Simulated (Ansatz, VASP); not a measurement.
# MgS: VASP beside Ansatz

```
Mg S
1.0
     0.00000    2.60165    2.60165
     2.60165    0.00000    2.60165
     2.60165    2.60165    0.00000
Mg S
1 1
Direct
  0.00000 0.00000 0.98641
  0.50000 0.50000 0.50000
```

Change from the starting cell: all Mg atoms moved -0.050 Å, as atom 1 along Cartesian [1 1 0].

Alike in both runs: task single point; functional PBE; k mesh 8 × 8 × 8; occupations gaussian, width 0.05 eV; no spin polarisation.

```csv
,VASP,Ansatz
version,VASP 6.6.1,Ansatz 0.2.0
potentials or method,"VASP PAW PBE potentials, release 64 (Mg, S), cutoff 520 eV","scalar-relativistic, plane waves, PAW"
valence electrons in the cell,8,16
```

VASP gave:

```
gap on the k mesh at the Fermi level (eV)                     : 2.78
least direct gap on the mesh (eV)                             : 3.71
pressure (GPa)                                                : 0.9
traceless stress, the component that is largest in VASP (GPa) : -0.10
rms of the force components (eV/Å)                            : 0.081
```

What did Ansatz give for the same quantities?

gap on the k mesh at the Fermi level (eV): 2.79; least direct gap on the mesh (eV): 3.72; pressure (GPa): 1.2; traceless stress, the component that is largest in VASP (GPa): -0.10; rms of the force components (eV/Å): 0.081.

Atom by atom the forces differ by 0.000 eV/Å (rms over components). With one functional, cell and mesh, what is left measures potentials, basis and numerics. VASP's potentials hold 8 valence electrons a cell and Ansatz's 16, so a difference there can come from the potentials and not from the codes.
